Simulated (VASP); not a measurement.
# KF (Fm-3m) in VASP: further runs

The runs below take KF through relaxation of cell and atoms, with r2SCAN.

All numbers are computed with VASP 6.6.1; they aren't measurements. Logs are shortened: lines on timing, memory, paths and dates and some standing lists are left out, and cuts for length are marked.

### Step 1. The cell of the first run

Symmetry: Fm-3m, No. 225, cubic system. Conventional cell: a = 5.344 Å, b = 5.344 Å, c = 5.344 Å, α = 90.00°, β = 90.00°, γ = 90.00°. Within 3.5 Å of K (site symmetry m-3m) lie 6 F at 2.67 Å. Within 3.5 Å of F (site symmetry m-3m) lie 6 K at 2.67 Å.

### Step 2. Relaxation of cell and atoms, r2SCAN, target pressure 5 GPa, at which the enthalpy is minimised

File POSCAR:

```
KF
1.0
    0.0000000000      2.6718500000      2.6718500000
    2.6718500000      0.0000000000      2.6718500000
    2.6718500000      2.6718500000      0.0000000000
K F
1 1
Direct
    0.0000000000      0.0000000000      0.0000000000
    0.5000000000      0.5000000000      0.5000000000
```

File INCAR.step1:

```
SYSTEM = KF
ALGO     = Normal         ! electronic algorithm
EDIFF    = 1E-4           ! SCF threshold, eV
ENCUT    = 600            ! plane-wave cutoff, eV
GGA      = PE             ! functional
ISMEAR   = 0              ! smearing method
ISYM     = 0            
LASPH    = .True.         ! aspherical terms in the spheres
LCHARG   = .False.        ! write CHGCAR
LREAL    = .False.        ! projectors in reciprocal space
LWAVE    = .True.         ! write WAVECAR
NELM     = 60             ! most SCF steps
PREC     = Accurate       ! precision mode
SIGMA    = 0.01           ! smearing width, eV
```

File INCAR.step2:

```
SYSTEM = KF
ALGO     = Normal         ! electronic algorithm
EDIFF    = 1E-6           ! SCF threshold, eV
EDIFFG   = -0.01          ! ionic threshold
ENCUT    = 600            ! plane-wave cutoff, eV
IBRION   = 2              ! ionic algorithm
ISIF     = 3              ! what is computed and relaxed
ISMEAR   = 0              ! smearing method
ISTART   = 1            
ISYM     = 0            
LASPH    = .True.         ! aspherical terms in the spheres
LCHARG   = .False.        ! write CHGCAR
LMIXTAU  = .True.       
LREAL    = .False.        ! projectors in reciprocal space
LWAVE    = .False.        ! write WAVECAR
METAGGA  = R2SCAN         ! meta-GGA
NELM     = 60             ! most SCF steps
NSW      = 80             ! ionic steps
PREC     = Accurate       ! precision mode
PSTRESS  = 50.0         
SIGMA    = 0.01           ! smearing width, eV
```

File KPOINTS:

```
Automatic mesh
0
Gamma
  5 5 5
  0.5 0.5 0.5
```

Potentials or basis: VASP PAW PBE potentials, release 64 (K_sv, F).

On the command line:

```bash
$ cat potpaw_PBE.64/K_sv/POTCAR potpaw_PBE.64/F/POTCAR > POTCAR
$ cp INCAR.step1 INCAR
$ mpirun -np 1 vasp_std > vasp.out
$ cp INCAR.step2 INCAR
$ mpirun -np 1 vasp_std > vasp.out
```

OUTCAR:

```text
SYSTEM = KF
   EDIFF = 1E-6
   EDIFFG = -0.01
   ENCUT = 600
   IBRION = 2
   ISIF = 3
   ISMEAR = 0
   ISTART = 1
   ISYM = 0
   LASPH = .True.
   LREAL = .False.
   METAGGA = R2SCAN
   NELM = 60
   NSW = 80
   PREC = Accurate
   PSTRESS = 50.0

 ion  position               nearest neighbor table
   1  0.000  0.000  0.000-   2 2.67   2 2.67   2 2.67   2 2.67   2 2.67   2 2.67
   2  0.500  0.500  0.500-   1 2.67   1 2.67   1 2.67   1 2.67   1 2.67   1 2.67

IMPORTANT INFORMATION: All symmetrisations will be switched off!
NOSYMM: (Re-)initialisation of all symmetry stuff for point group C_1.

----------------------------------------------------------------------------------------

                                     Primitive cell

  volume of cell :      38.1475

  direct lattice vectors                    reciprocal lattice vectors
     0.000000000  2.671850000  2.671850000    -0.187136254  0.187136254  0.187136254
     2.671850000  0.000000000  2.671850000     0.187136254 -0.187136254  0.187136254
     2.671850000  2.671850000  0.000000000     0.187136254  0.187136254 -0.187136254

  length of vectors
     3.778566507  3.778566507  3.778566507     0.324129500  0.324129500  0.324129500

  position of ions in fractional coordinates (direct lattice)
     0.000000000  0.000000000  0.000000000
     0.500000000  0.500000000  0.500000000

  ion indices of the primitive-cell ions
   primitive index   ion index
                 1           1
                 2           2

----------------------------------------------------------------------------------------

 KPOINTS: Automatic mesh

Automatic generation of k-mesh.
 Grid dimensions read from file:
 generate k-points for:    5    5    5

 Generating k-lattice:

  Cartesian coordinates                     Fractional coordinates (reciprocal lattice)
    -0.037427251  0.037427251  0.037427251     0.200000000  0.000000000  0.000000000
     0.037427251 -0.037427251  0.037427251     0.000000000  0.200000000  0.000000000
     0.037427251  0.037427251 -0.037427251     0.000000000  0.000000000  0.200000000

  Length of vectors
     0.064825900  0.064825900  0.064825900

  Shift w.r.t. Gamma in fractional coordinates (k-lattice)
     0.500000000  0.500000000  0.500000000

 Subroutine IBZKPT returns following result:
 ===========================================

 Found    252 irreducible k-points:

 Following reciprocal coordinates:
            Coordinates               Weight
  0.100000  0.100000  0.100000      2.000000
  0.100000  0.000000  0.000000      2.000000
  0.000000  0.000000 -0.100000      2.000000
  0.000000  0.100000  0.000000      2.000000
  0.300000  0.100000  0.100000      2.000000
  0.100000  0.300000  0.100000      2.000000
[... 16 lines left out ...]
  0.000000  0.400000 -0.100000      2.000000
  0.400000  0.000000 -0.100000      2.000000
 [... further k-points ...]
   k-points           NKPTS =    252   k-points in BZ     NKDIM =    252   number of bands    NBANDS=     12
   number of dos      NEDOS =    301   number of ions     NIONS =      2
   total plane-waves  NPLWV =  27000
   dimension x,y,z NGX =    30 NGY =   30 NGZ =   30
   dimension x,y,z NGXF=    60 NGYF=   60 NGZF=   60
   ions per type =               1   1
   NGX,Y,Z   is equivalent  to a cutoff of  13.20, 13.20, 13.20 a.u.
   NGXF,Y,Z  is equivalent  to a cutoff of  26.40, 26.40, 26.40 a.u.
 SYSTEM =  KF
   PREC   = accura    normal or accurate (medium, high low for compatibility)
   ISTART =      1    job   : 0-new  1-cont  2-samecut
   ICHARG =      0    charge: 1-file 2-atom 10-const
   ISPIN  =      1    spin polarized calculation?
   LNONCOLLINEAR =      F non collinear calculations
   LSORBIT =      F    spin-orbit coupling
   LASPH  =      T    aspherical Exc in radial PAW
   ENCUT  =  600.0 eV  44.10 Ry    6.64 a.u.   7.55  7.55  7.55*2*pi/ulx,y,z
   NELM   =     60;   NELMIN=  2; NELMDL=  0     # of ELM steps
   EDIFF  = 0.1E-05   stopping-criterion for ELM
   LREAL  =      F    real-space projection
   EDIFFG = -.1E-01   stopping-criterion for IOM
   NSW    =     80    number of steps for IOM
   IBRION =      2    ionic relax: 0-MD 1-quasi-New 2-CG
   NFREE  =      1    steps in history (QN), initial steepest desc. (CG)
   ISIF   =      3    stress and relaxation
   ISYM   =      0    0-nonsym 1-usesym 2-fastsym
   POTIM  = 0.5000    time-step for ionic-motion
   TEBEG  =    0.0;   TEEND  =   0.0 temperature during run
   PSTRESS=   50.0 pullay stress
   NELECT =      16.0000    total number of electrons
   NUPDOWN=      -1.0000    fix difference up-down
   EMIN   =  10.00;   EMAX   =-10.00  energy-range for DOS
   EFERMI =   0.00;   METHOD = LEGACY
   ISMEAR =     0;   SIGMA  =   0.01  broadening in eV -4-tet -1-fermi 0-gaus
   EFERMI_NEDOS =   21; number of points for ismear=-14 and -15
   IALGO  =     38    algorithm
   IMIX   =      4    mixing-type and parameters
     AMIX     =   0.40;   BMIX     =  1.00
     AMIX_MAG =   1.60;   BMIX_MAG =  1.00
  volume/ion in A,a.u.               =      19.07       128.72
  Fermi-wavevector in a.u.,A,eV,Ry     =   1.225442  2.315750 20.431978  1.501708
  Thomas-Fermi vector in A             =   2.360480
   LORBIT       =      0    0 simple, 1 ext, 2 COOP (PROOUT), +10 PAW based schemes
   METAGGA = R2SCAN    functional components
   LHFCALC =     F    Hartree Fock is set to
   AEXX    =    0.0000 exact exchange contribution
   IVDW    =     0    specifies the selected vdW correction
   LEPSILON=     F    determine dielectric tensor
   LRPA    =     F    only Hartree local field effects (RPA)
 conjugate gradient relaxation of ions
 non-spin polarized calculation
 Gauss-broadening in eV      SIGMA  =   0.01
  energy-cutoff  :      600.00
  volume of cell :       38.15
 maximum number of plane-waves:      1288
   NGX = 15   NGY = 15   NGZ = 15

--------------------------------------- Ionic step        1  -------------------------------------------

 number of electron      15.9999997 magnetization

 Free energy of the ion-electron system (eV)
  ---------------------------------------------------
  ext. energy  EPLUGINS =         0.00000000
  ---------------------------------------------------
  free energy    TOTEN  =       -14.97566285 eV

  energy without entropy =      -14.97566285  energy(sigma->0) =      -14.97566285

------------------------ aborting loop because EDIFF is reached ----------------------------------------

  FORCE on cell =-STRESS in cart. coord.  units (eV):
  Direction    XX          YY          ZZ          XY          YZ          ZX
  --------------------------------------------------------------------------------------
  -------------------------------------------------------------------------------------
  Total       -0.1278967     -0.1278965     -0.1278967      0.0000304      0.0000304      0.0000304
  in kB       -5.3715993     -5.3715907     -5.3716004      0.0012778      0.0012775      0.0012771
  external PRESSURE =     -55.3715968 kB  Pullay stress =      50.0000000 kB

 VOLUME and BASIS-vectors are now :
 -----------------------------------------------------------------------------
  energy-cutoff  :      600.00
  volume of cell :       38.15
      direct lattice vectors                 reciprocal lattice vectors
     0.000000000  2.671850000  2.671850000    -0.187136254  0.187136254  0.187136254
     2.671850000  0.000000000  2.671850000     0.187136254 -0.187136254  0.187136254
     2.671850000  2.671850000  0.000000000     0.187136254  0.187136254 -0.187136254
[... 84 lines left out ...]
  FREE ENERGIE OF THE ION-ELECTRON SYSTEM (eV)
  ---------------------------------------------------
  free  energy   TOTEN  =       -14.9252186233 eV

  energy  without entropy=      -14.9252186233  energy(sigma->0) =      -14.92521862

  enthalpy is  TOTEN    =       -13.8701892784 eV   P V=        1.0550293449

--------------------------------------- Ionic step        4  -------------------------------------------

 number of electron      15.9999996 magnetization

 Free energy of the ion-electron system (eV)
  ---------------------------------------------------
  ext. energy  EPLUGINS =         0.00000000
  ---------------------------------------------------
  free energy    TOTEN  =       -14.92262694 eV

  energy without entropy =      -14.92262694  energy(sigma->0) =      -14.92262694

 E-fermi :  -2.9840     XC(G=0):  -9.5328

 val. band max:       -3.0414661179   @ k =   0.1000   0.1000   0.1000
 cond. band min:       4.8622145680   @ k =   0.0000   0.0000  -0.1000
 fundamental gap:      7.9036806859
 Fermi energy:        -2.9839721818

 k-point     1 :       0.1000    0.1000    0.1000
  band No.  band energies     occupation
      1     -29.7852      2.00000
      2     -22.8614      2.00000
      3     -12.2061      2.00000
      4     -12.1762      2.00000
      5     -12.1762      2.00000
      6      -3.1013      2.00000
      7      -3.0415      2.00000
      8      -3.0415      2.00000
      9       4.8622      0.00000
     10       8.5722      0.00000
     11       8.9412      0.00000
     12       8.9412      0.00000

 k-point     2 :       0.1000    0.0000    0.0000
  band No.  band energies     occupation
      1     -29.7852      2.00000
      2     -22.8614      2.00000
      3     -12.2061      2.00000
      4     -12.1762      2.00000
      5     -12.1762      2.00000
      6      -3.1013      2.00000
      7      -3.0415      2.00000
      8      -3.0415      2.00000
      9       4.8622      0.00000
     10       8.5722      0.00000
     11       8.9412      0.00000
     12       8.9412      0.00000
[... 316 lines left out ...]
 k-point    24 :       0.4000    0.0000   -0.1000
  band No.  band energies     occupation
      1     -29.6320      2.00000
      2     -23.0060      2.00000
      3     -12.5237      2.00000
      4     -12.2894      2.00000
      5     -12.2140      2.00000
      6      -3.8164      2.00000
      7      -3.4385      2.00000
      8      -3.3505      2.00000
      9       7.2582      0.00000
     10       8.7634      0.00000
     11      10.5075      0.00000
     12      10.5533      0.00000

 [... further k-points ...]

------------------------ aborting loop because EDIFF is reached ----------------------------------------

  FORCE on cell =-STRESS in cart. coord.  units (eV):
  Direction    XX          YY          ZZ          XY          YZ          ZX
  --------------------------------------------------------------------------------------
  -------------------------------------------------------------------------------------
  Total        1.0606484      1.0606483      1.0606484     -0.0000262     -0.0000262     -0.0000262
  in kB       50.3904211     50.3904139     50.3904218     -0.0012431     -0.0012430     -0.0012429
  external PRESSURE =       0.3904189 kB  Pullay stress =      50.0000000 kB

 VOLUME and BASIS-vectors are now :
 -----------------------------------------------------------------------------
  energy-cutoff  :      600.00
  volume of cell :       33.72
      direct lattice vectors                 reciprocal lattice vectors
     0.000004963  2.564297676  2.564297657    -0.194985730  0.194985352  0.194985353
     2.564297659  0.000004963  2.564297656     0.194985353 -0.194985729  0.194985353
     2.564297660  2.564297676  0.000004962     0.194985353  0.194985352 -0.194985730

 POSITION                                       TOTAL-FORCE (eV/Angst)
 -----------------------------------------------------------------------------------
      5.12860      2.56430      2.56430        -0.000000      0.000000     -0.000000
      2.56430      2.56430      2.56430         0.000000     -0.000000      0.000000
 -----------------------------------------------------------------------------------
    total drift:                               -0.000000     -0.000000     -0.000000

  FREE ENERGIE OF THE ION-ELECTRON SYSTEM (eV)
  ---------------------------------------------------
  free  energy   TOTEN  =       -14.9226269392 eV

  energy  without entropy=      -14.9226269392  energy(sigma->0) =      -14.92262694

  enthalpy is  TOTEN    =       -13.8701963389 eV   P V=        1.0524306003

 reached required accuracy - stopping structural energy minimisation
```

It took 12 min on 1 thread of Intel Xeon 6975P-C (Granite Rapids), shared host; peak memory 0.31 GiB.

What came out:

| Quantity | Value |
| --- | --- |
| Free energy | -14.9226 eV |
| Relaxed volume | 16.86 Å³/atom |
| Relaxed cell | a = 3.626 Å, b = 3.626 Å, c = 3.626 Å, α = 60.00°, β = 60.00°, γ = 60.00° |
| Space group after relaxing (to 0.1 Å) | Fm-3m (No. 225) |
| Energy change on relaxing (the run minimises the enthalpy) | +26.5 meV/atom |
| Ionic steps | 4 |
| Pressure after relaxing | 5.0 GPa |
| Band gap on the k mesh | 7.90 eV |

The path:
```
step  energy change (eV)  largest force (eV/Å)  pressure (GPa)  volume (Å³)
   1              0.0000                0.0000           -0.54        38.15
   2              0.0290                0.0000            3.57        34.62
   3              0.0504                0.0000            4.90        33.81
   4              0.0530                0.0000            5.04        33.72
```

Final structure:
```yaml
crystal:
  lattice:
    - [0.00000, 2.56430, 2.56430]
    - [2.56430, 0.00000, 2.56430]
    - [2.56430, 2.56430, 0.00000]
  atoms:
    - { symbol: K, position: [0.00000, 0.00000, 0.00000] }
    - { symbol: F, position: [0.50000, 0.50000, 0.50000] }
```

Levels at points of the mesh, in eV from the valence-band top:
```csv
k point,band 6,band 7,band 8,band 9,band 10,band 11
"(0.50, 0.50, 0.50)",-0.86,-0.41,-0.41,10.24,12.28,13.56
"(0.50, 0.00, 0.00)",-0.86,-0.41,-0.41,10.24,12.28,13.56
"(0.00, 0.00, 0.50)",-0.86,-0.41,-0.41,10.24,12.28,13.56
"(0.00, 0.50, 0.00)",-0.86,-0.41,-0.41,10.24,12.28,13.56
```

Caveat: the cell is relaxed towards a set pressure, so the run minimises the enthalpy, not the energy; the PAW data sets were made with another functional, which shifts forces and pressure a little; a shifted mesh leaves out Γ, where band edges can lie.

### Step 3. Relaxation of cell and atoms, r2SCAN, target pressure 10 GPa, at which the enthalpy is minimised

POSCAR is that of step 2.

File INCAR.step1:

```
SYSTEM = KF
PREC = Accurate
ENCUT = 600
ISMEAR = 0
SIGMA = 0.01
LREAL = .False.
LASPH = .True.
NELM = 60
ISYM = 0
GGA = PE
ALGO = Normal
EDIFF = 1E-4
LWAVE = .True.
LCHARG = .False.
```

File INCAR.step2:

```
SYSTEM = KF
PREC = Accurate
ENCUT = 600
EDIFF = 1E-6
ISMEAR = 0
SIGMA = 0.01
LREAL = .False.
LASPH = .True.
NELM = 60
ALGO = Normal
ISIF = 3
LWAVE = .False.
LCHARG = .False.
METAGGA = R2SCAN
LMIXTAU = .True.
IBRION = 2
NSW = 80
EDIFFG = -0.01
ISYM = 0
PSTRESS = 100.0
ISTART = 1
```

KPOINTS is that of step 2.

Potentials or basis: VASP PAW PBE potentials, release 64 (K_sv, F).

On the command line:

```bash
$ cat potpaw_PBE.64/K_sv/POTCAR potpaw_PBE.64/F/POTCAR > POTCAR
$ cp INCAR.step1 INCAR
$ mpirun -np 1 vasp_std > vasp.out
$ cp INCAR.step2 INCAR
$ mpirun -np 1 vasp_std > vasp.out
```

Run time: 11 min. Hardware: 1 thread of Intel Xeon 6975P-C (Granite Rapids), shared host; peak memory 0.3 GiB.

The run converged. Its results:

| Item | Value |
| --- | --- |
| Free energy | -14.8171 eV |
| Relaxed volume | 15.72 Å³/atom |
| Relaxed cell | a = 3.542 Å, b = 3.542 Å, c = 3.542 Å, α = 60.00°, β = 60.00°, γ = 60.00° |
| Space group after relaxing (to 0.1 Å) | Fm-3m (No. 225) |
| Energy change on relaxing (the run minimises the enthalpy) | +79.3 meV/atom |
| Ionic steps | 3 |
| Pressure after relaxing | 10.0 GPa |
| Band gap on the k mesh | 8.37 eV (least direct gap 8.39 eV) |

Step by step:
| step | energy change (eV) | largest force (eV/Å) | pressure (GPa) | volume (Å³) |
| --- | --- | --- | --- | --- |
| 1 | 0.0000 | 0.0000 | -0.54 | 38.15 |
| 2 | 0.1462 | 0.0000 | 9.46 | 31.63 |
| 3 | 0.1585 | 0.0000 | 10.01 | 31.43 |

Final structure:
```
K F
1.0
     0.00000    2.50480    2.50480
     2.50480    0.00000    2.50480
     2.50480    2.50480    0.00000
K F
1 1
Direct
  0.00000 0.00000 0.00000
  0.50000 0.50000 0.50000
```

Levels at points of the mesh, in eV from the valence-band top:
```tsv
k point	band 4	band 5	band 6	band 7	band 8	band 9	band 10	band 11	band 12
(0.50, 0.50, 0.50)	-8.95	-8.95	-0.97	-0.50	-0.50	10.53	12.87	13.89	13.89
(0.50, 0.00, 0.00)	-8.95	-8.95	-0.97	-0.50	-0.50	10.53	12.87	13.89	13.89
(0.00, 0.00, 0.50)	-8.95	-8.95	-0.97	-0.50	-0.50	10.53	12.87	13.89	13.89
(0.00, 0.50, 0.00)	-8.95	-8.95	-0.97	-0.50	-0.50	10.53	12.87	13.89	13.89
```

Caveat: the cell is relaxed towards a set pressure, so the run minimises the enthalpy, not the energy; the volume moved by over 15 % at a fixed basis, so the end points are rough; the PAW data sets were made with another functional, which shifts forces and pressure a little; a shifted mesh leaves out Γ, where band edges can lie. A k mesh can miss the band edges.
